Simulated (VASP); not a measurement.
# Pt (Im-3m) in VASP: single point with PBE

Aim: the single point of Pt with PBE.

Program: VASP 6.6.1. These are calculated values, not measurements. Logs are shortened: lines on timing, memory, paths and dates and some standing lists are left out, and cuts for length are marked.

## Step 1: The cell of the first run

Symmetry: Im-3m, No. 229, cubic system. The conventional cell has a = 3.007 Å, b = 3.007 Å, c = 3.007 Å, α = 90.00°, β = 90.00°, γ = 90.00°. Pt (site symmetry m-3m) has 14 Pt at 2.60 to 3.01 Å within 3.4 Å.

## Step 2: Single point, PBE, collinear spin, zero start

INCAR reads:

```
SYSTEM = Pt
PREC = Accurate ; ENCUT = 500
EDIFF = 1E-6 ; ISMEAR = -1
SIGMA = 0.1 ; LREAL = .FALSE.
LASPH = .TRUE. ; NELM = 200
ALGO = Normal ; ISIF = 2
LWAVE = .FALSE. ; LCHARG = .FALSE.
ISPIN = 2 ; MAGMOM = 0
LORBIT = 11 ; LMAXMIX = 4
GGA = PE ; NBANDS = 15
GGA_COMPAT = .FALSE.
```

KPOINTS reads:

```
Automatic mesh
0
G
  8 8 8
  0 0 0
```

POSCAR reads:

```
Pt
1.0
   -1.5035000000      1.5035000000      1.5035000000
    1.5035000000     -1.5035000000      1.5035000000
    1.5035000000      1.5035000000     -1.5035000000
Pt
1
Direct
    0.0000000000      0.0000000000      0.0000000000
```

Potentials or basis: VASP PAW PBE potentials, release 64 (Pt).

Run with:

```bash
$ cat potpaw_PBE.64/Pt/POTCAR > POTCAR
$ mpirun -np 1 vasp_std > vasp.out
```

OUTCAR:

```text
SYSTEM = Pt
   PREC = Accurate
   ENCUT = 500
   EDIFF = 1E-6
   ISMEAR = -1
   LREAL = .FALSE.
   LASPH = .TRUE.
   NELM = 200
   ISIF = 2
   ISPIN = 2
   LORBIT = 11
   GGA = PE

 ion  position               nearest neighbor table
   1  0.000  0.000  0.000-

  LATTYP: Found a body centered cubic cell.
 ALAT       =     3.0070000000

  Lattice vectors:

 A1 = (  -1.5035000000,   1.5035000000,   1.5035000000)
 A2 = (   1.5035000000,  -1.5035000000,   1.5035000000)
 A3 = (   1.5035000000,   1.5035000000,  -1.5035000000)

Analysis of symmetry for initial positions (statically):
=====================================================================
 Subroutine PRICEL returns:
 Original cell was already a primitive cell.

 Routine SETGRP: Setting up the symmetry group for a
 body centered cubic supercell.

 Subroutine GETGRP returns: Found 48 space group operations
 (whereof 48 operations were pure point group operations)
 out of a pool of 48 trial point group operations.

The static configuration has the point symmetry O_h .

Analysis of symmetry for dynamics (positions and initial velocities):
=====================================================================
 Subroutine PRICEL returns:
 Original cell was already a primitive cell.

 Routine SETGRP: Setting up the symmetry group for a
 body centered cubic supercell.

 Subroutine GETGRP returns: Found 48 space group operations
 (whereof 48 operations were pure point group operations)
 out of a pool of 48 trial point group operations.

The dynamic configuration has the point symmetry O_h .

Analysis of structural, dynamic, and magnetic symmetry:
=====================================================================
 Subroutine PRICEL returns:
 Original cell was already a primitive cell.

 Routine SETGRP: Setting up the symmetry group for a
 body centered cubic supercell.

 Subroutine GETGRP returns: Found 48 space group operations
 (whereof 48 operations were pure point group operations)
 out of a pool of 48 trial point group operations.

The overall configuration has the point symmetry O_h .

 Subroutine INISYM returns: Found 48 space group operations
 (whereof 48 operations are pure point group operations),
 and found     1 'primitive' translations

----------------------------------------------------------------------------------------

                                     Primitive cell

  volume of cell :      13.5947

  direct lattice vectors                    reciprocal lattice vectors
    -1.503500000  1.503500000  1.503500000     0.000000000  0.332557366  0.332557366
     1.503500000 -1.503500000  1.503500000     0.332557366  0.000000000  0.332557366
     1.503500000  1.503500000 -1.503500000     0.332557366  0.332557366  0.000000000

  length of vectors
     2.604138389  2.604138389  2.604138389     0.470307137  0.470307137  0.470307137

  position of ions in fractional coordinates (direct lattice)
     0.000000000  0.000000000  0.000000000

  ion indices of the primitive-cell ions
   primitive index   ion index
                 1           1

----------------------------------------------------------------------------------------

 KPOINTS: Automatic mesh

Automatic generation of k-mesh.
 Grid dimensions read from file:
 generate k-points for:    8    8    8

 Generating k-lattice:

  Cartesian coordinates                     Fractional coordinates (reciprocal lattice)
     0.000000000  0.041569671  0.041569671     0.125000000  0.000000000  0.000000000
     0.041569671  0.000000000  0.041569671     0.000000000  0.125000000  0.000000000
     0.041569671  0.041569671  0.000000000     0.000000000  0.000000000  0.125000000

  Length of vectors
     0.058788392  0.058788392  0.058788392

  Shift w.r.t. Gamma in fractional coordinates (k-lattice)
     0.000000000  0.000000000  0.000000000

 Subroutine IBZKPT returns following result:
 ===========================================

 Found     29 irreducible k-points:

 Following reciprocal coordinates:
            Coordinates               Weight
  0.000000  0.000000  0.000000      1.000000
  0.125000  0.000000  0.000000     12.000000
  0.250000  0.000000  0.000000     12.000000
  0.375000  0.000000  0.000000     12.000000
  0.500000  0.000000  0.000000      6.000000
  0.125000  0.125000  0.000000     24.000000
[... 16 lines left out ...]
 -0.250000  0.250000  0.250000      6.000000
 -0.375000  0.375000  0.250000     24.000000
 [... further k-points ...]
   k-points           NKPTS =     29   k-points in BZ     NKDIM =     29   number of bands    NBANDS=     15
   number of dos      NEDOS =    301   number of ions     NIONS =      1
   total plane-waves  NPLWV =   8000
   dimension x,y,z NGX =    20 NGY =   20 NGZ =   20
   dimension x,y,z NGXF=    40 NGYF=   40 NGZF=   40
   ions per type =               1
   NGX,Y,Z   is equivalent  to a cutoff of  12.77, 12.77, 12.77 a.u.
   NGXF,Y,Z  is equivalent  to a cutoff of  25.54, 25.54, 25.54 a.u.
 SYSTEM =  Pt
   PREC   = accura    normal or accurate (medium, high low for compatibility)
   ISTART =      0    job   : 0-new  1-cont  2-samecut
   ICHARG =      2    charge: 1-file 2-atom 10-const
   ISPIN  =      2    spin polarized calculation?
   LNONCOLLINEAR =      F non collinear calculations
   LSORBIT =      F    spin-orbit coupling
   LASPH  =      T    aspherical Exc in radial PAW
   ENCUT  =  500.0 eV  36.75 Ry    6.06 a.u.   4.75  4.75  4.75*2*pi/ulx,y,z
   NELM   =    200;   NELMIN=  2; NELMDL= -5     # of ELM steps
   EDIFF  = 0.1E-05   stopping-criterion for ELM
   LREAL  =      F    real-space projection
   EDIFFG = 0.1E-04   stopping-criterion for IOM
   NSW    =      0    number of steps for IOM
   IBRION =     -1    ionic relax: 0-MD 1-quasi-New 2-CG
   NFREE  =      0    steps in history (QN), initial steepest desc. (CG)
   ISIF   =      2    stress and relaxation
   ISYM   =      2    0-nonsym 1-usesym 2-fastsym
   POTIM  = 0.5000    time-step for ionic-motion
   TEBEG  =    0.0;   TEEND  =   0.0 temperature during run
   PSTRESS=    0.0 pullay stress
   NELECT =      10.0000    total number of electrons
   NUPDOWN=      -1.0000    fix difference up-down
   EMIN   =  10.00;   EMAX   =-10.00  energy-range for DOS
   EFERMI =   0.00;   METHOD = LEGACY
   ISMEAR =    -1;   SIGMA  =   0.10  broadening in eV -4-tet -1-fermi 0-gaus
   EFERMI_NEDOS =   21; number of points for ismear=-14 and -15
   IALGO  =     38    algorithm
   IMIX   =      4    mixing-type and parameters
     AMIX     =   0.40;   BMIX     =  1.00
     AMIX_MAG =   1.60;   BMIX_MAG =  1.00
  volume/ion in A,a.u.               =      13.59        91.74
  Fermi-wavevector in a.u.,A,eV,Ry     =   1.477808  2.792653 29.713995  2.183917
  Thomas-Fermi vector in A             =   2.592167
   LORBIT       =     11    0 simple, 1 ext, 2 COOP (PROOUT), +10 PAW based schemes
   GGA     = PE    functional components
   LHFCALC =     F    Hartree Fock is set to
   AEXX    =    0.0000 exact exchange contribution
   IVDW    =     0    specifies the selected vdW correction
   LEPSILON=     F    determine dielectric tensor
   LRPA    =     F    only Hartree local field effects (RPA)
 spin polarized calculation
  energy-cutoff  :      500.00
  volume of cell :       13.59
 maximum number of plane-waves:       370
   NGX =  9   NGY =  9   NGZ =  9

 number of electron      10.0000000 magnetization       0.0000000

 number of electron       9.9999998 magnetization       0.0000115

 number of electron       9.9999998 magnetization      -0.0000009

 Free energy of the ion-electron system (eV)
  ---------------------------------------------------
  ext. energy  EPLUGINS =         0.00000000
  ---------------------------------------------------
  free energy    TOTEN  =        -5.62670419 eV

  energy without entropy =       -5.58000226  energy(sigma->0) =       -5.60335323

 E-fermi :  13.1384     XC(G=0): -14.1126

 val. band max:       12.8911530032   @ k =   0.5000   0.0000   0.0000
 cond. band min:      13.1610809379   @ k =  -0.2500   0.2500   0.2500
 fundamental gap:      0.2699279347
 Fermi energy:        13.1383576243

 spin component 1

 k-point     1 :       0.0000    0.0000    0.0000
  band No.  band energies     occupation
      1       1.9532      1.00000
      2       8.7268      1.00000
      3       8.7268      1.00000
      4       8.7268      1.00000
      5      11.8139      1.00000
      6      11.8139      1.00000
      7      30.0412      0.00000
      8      30.0412      0.00000
      9      30.0412      0.00000
     10      42.1112      0.00000
     11      42.1112      0.00000
     12      43.4818      0.00000
     13      43.4818      0.00000
     14      43.4818      0.00000
     15      46.7279      0.00000
[... 397 lines left out ...]
 k-point    24 :      -0.3750    0.3750    0.2500
  band No.  band energies     occupation
      1       6.6289      1.00000
      2       7.2423      1.00000
      3       9.6046      1.00000
      4      10.4183      1.00000
      5      12.8615      0.94097
      6      15.0188      0.00000
      7      25.2375      0.00000
      8      28.1693      0.00000
      9      30.2849      0.00000
     10      33.4840      0.00000
     11      41.1508      0.00000
     12      42.2225      0.00000
     13      43.5824      0.00000
     14      45.4828      0.00000
     15      46.1769      0.00000

 [... further k-points ...]

 spin component 2

 k-point     1 :       0.0000    0.0000    0.0000
  band No.  band energies     occupation
      1       1.9533      1.00000
      2       8.7268      1.00000
      3       8.7268      1.00000
      4       8.7268      1.00000
      5      11.8139      1.00000
      6      11.8139      1.00000
      7      30.0412      0.00000
      8      30.0412      0.00000
      9      30.0412      0.00000
     10      42.1112      0.00000
     11      42.1112      0.00000
     12      43.4818      0.00000
     13      43.4818      0.00000
     14      43.4818      0.00000
     15      46.7279      0.00000
[... 397 lines left out ...]
 k-point    24 :      -0.3750    0.3750    0.2500
  band No.  band energies     occupation
      1       6.6289      1.00000
      2       7.2423      1.00000
      3       9.6046      1.00000
      4      10.4183      1.00000
      5      12.8615      0.94097
      6      15.0188      0.00000
      7      25.2375      0.00000
      8      28.1693      0.00000
      9      30.2849      0.00000
     10      33.4840      0.00000
     11      41.1508      0.00000
     12      42.2225      0.00000
     13      43.5824      0.00000
     14      45.4828      0.00000
     15      46.1770      0.00000

 [... further k-points ...]
[... 5 lines left out ...]
  --------------------------------------------------------------------------------------
  -------------------------------------------------------------------------------------
  Total        4.7242085      4.7242085      4.7242085      0.0000000      0.0000000      0.0000000
  in kB      556.7617024    556.7617024    556.7617024      0.0000000      0.0000000      0.0000000
  external PRESSURE =     556.7617024 kB  Pullay stress =       0.0000000 kB

 VOLUME and BASIS-vectors are now :
 -----------------------------------------------------------------------------
  energy-cutoff  :      500.00
  volume of cell :       13.59
      direct lattice vectors                 reciprocal lattice vectors
    -1.503500000  1.503500000  1.503500000     0.000000000  0.332557366  0.332557366
     1.503500000 -1.503500000  1.503500000     0.332557366  0.000000000  0.332557366
     1.503500000  1.503500000 -1.503500000     0.332557366  0.332557366  0.000000000

 POSITION                                       TOTAL-FORCE (eV/Angst)
 -----------------------------------------------------------------------------------
      0.00000      0.00000      0.00000         0.000000      0.000000     -0.000000
 -----------------------------------------------------------------------------------
    total drift:                                0.000000      0.000000      0.000000

  FREE ENERGIE OF THE ION-ELECTRON SYSTEM (eV)
  ---------------------------------------------------
  free  energy   TOTEN  =        -5.6267041938 eV

  energy  without entropy=       -5.5800022588  energy(sigma->0) =       -5.60335323

 total charge

# of ion       s       p       d       tot
------------------------------------------
    1        0.701   0.734   8.192   9.627

 magnetization (x)

# of ion       s       p       d       tot
------------------------------------------
    1       -0.000   0.000  -0.000  -0.000
```

Run time: 20 s. Hardware: 1 thread of Intel Xeon 8259CL, shared host; peak memory 0.14 GiB.

Results:

- Free energy: -5.6267 eV
- Pressure: 55.7 GPa
- Band gap on the k mesh: zero (filled and empty bands overlap)
- Net moment: 0.00 μB per cell
- Valence electrons inside the program's atomic spheres: Pt 9.63

Levels at points of the mesh, in eV from the Fermi level:
Spin up:
| k point | band 2 | band 3 | band 4 | band 5 | band 6 | band 7 | band 8 | band 9 |
| --- | --- | --- | --- | --- | --- | --- | --- | --- |
| (0.00, 0.00, 0.00) | -4.41 | -4.41 | -4.41 | -1.32 | -1.32 | 16.90 | 16.90 | 16.90 |
| (0.50, 0.00, 0.00) | -6.22 | -1.50 | -0.86 | -0.25 | 1.39 | 7.69 | 13.14 | 17.14 |
| (0.50, 0.50, 0.50) | -7.76 | 0.69 | 0.69 | 0.69 | 7.99 | 7.99 | 7.99 | 15.10 |
Spin down:
```
           k point  band 3  band 4  band 5  band 6  band 7  band 8
(0.00, 0.00, 0.00)   -4.41   -4.41   -1.32   -1.32   16.90   16.90
(0.50, 0.00, 0.00)   -1.50   -0.86   -0.25    1.39    7.69   13.14
(0.50, 0.50, 0.50)    0.69    0.69    0.69    7.99    7.99    7.99
```

Caveat: the k points lie up to 0.37 Å⁻¹ apart; spin-orbit coupling is left out, which moves the levels of the heavy elements.
